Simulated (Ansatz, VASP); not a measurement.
# Two plane-wave programs on Ga2O3

File POSCAR:

```
Ga2O3
1.0
    2.6169174711      1.5108780064      4.3686499504
   -2.6169174711      1.5108780064      4.3686499504
    0.0000000000     -3.0217560128      4.3686499504
Ga O
4 6
Direct
    0.3554023483      0.3554023483      0.3554023483
    0.1445976517      0.1445976517      0.1445976517
    0.6445976517      0.6445976517      0.6445976517
    0.8554023483      0.8554023483      0.8554023483
    0.5536262452      0.9463737548      0.2500000000
    0.2500000000      0.5536262452      0.9463737548
    0.9463737548      0.2500000000      0.5536262452
    0.4463737548      0.0536262452      0.7500000000
    0.7500000000      0.4463737548      0.0536262452
    0.0536262452      0.7500000000      0.4463737548
```

File INCAR.step1:

```
PREC = Accurate ; ENCUT = 520
ISMEAR = 0 ; SIGMA = 0.05
LREAL = F ; LASPH = T
NELM = 100 ; NBANDS = 55
GGA = PE ; ALGO = Normal
EDIFF = 1E-4 ; LWAVE = T
LCHARG = F
```

File INCAR.step2:

```
PREC = Accurate ; ENCUT = 520
EDIFF = 1E-6 ; ISMEAR = 0
SIGMA = 0.05 ; LREAL = F
LASPH = T ; NELM = 100
ALGO = Normal ; ISIF = 2
LWAVE = F ; LCHARG = F
METAGGA = R2SCAN ; LMIXTAU = T
NBANDS = 55 ; ISTART = 1
```

The input KPOINTS:

```
regular mesh
0
Gamma
  6 6 6
```

Input for Ansatz:

```yaml
crystal:
  lattice:
    - [2.6169174711, 1.5108780064, 4.3686499504]
    - [-2.6169174711, 1.5108780064, 4.3686499504]
    - [0.0, -3.0217560128, 4.3686499504]
  atoms:
    - { symbol: Ga, position: [0.3554023483, 0.3554023483, 0.3554023483] }
    - { symbol: Ga, position: [0.1445976517, 0.1445976517, 0.1445976517] }
    - { symbol: Ga, position: [0.6445976517, 0.6445976517, 0.6445976517] }
    - { symbol: Ga, position: [0.8554023483, 0.8554023483, 0.8554023483] }
    - { symbol: O, position: [0.5536262452, 0.9463737548, 0.25] }
    - { symbol: O, position: [0.25, 0.5536262452, 0.9463737548] }
    - { symbol: O, position: [0.9463737548, 0.25, 0.5536262452] }
    - { symbol: O, position: [0.4463737548, 0.0536262452, 0.75] }
    - { symbol: O, position: [0.75, 0.4463737548, 0.0536262452] }
    - { symbol: O, position: [0.0536262452, 0.75, 0.4463737548] }
basis:
  ecutwfc: 500
kpoints:
  mp_grid: { grid: [6, 6, 6] }
hamiltonian:
  xc: r2scan
scf:
  occupations: { method: gaussian, width: 0.05 }
output:
  forces: true
  stress: true
  eigenvalues: true
```

Change from the starting cell: strain +0.050 along x and y, -0.025 along z, atoms carried along.

Alike in both runs: task single point; functional r2SCAN; k mesh 6 × 6 × 6; occupations gaussian, width 0.05 eV; no spin polarisation.

```csv
,VASP,Ansatz
version,VASP 6.6.1,Ansatz 0.2.0
potentials or method,"VASP PAW PBE potentials, release 64 (Ga_d, O), cutoff 520 eV","scalar-relativistic, plane waves, PAW"
valence electrons in the cell,88,88
```

|  | VASP | Ansatz | Ansatz less VASP |
| --- | --- | --- | --- |
| gap on the k mesh at the Fermi level (eV) | 2.51 | 2.51 | +0.005 |
| least direct gap on the mesh (eV) | 2.60 | 2.60 | -0.001 |
| pressure (GPa) | -14.2 | -15.4 | -1.21 |
| traceless stress, the component that is largest in VASP (GPa) | 13.78 | 14.02 | +0.242 |
| rms of the force components (eV/Å) | 0.127 | 0.134 | +0.0068 |

VASP's potentials were made for PBE, not for r2SCAN. Atom by atom the forces differ by 0.010 eV/Å (rms over components).
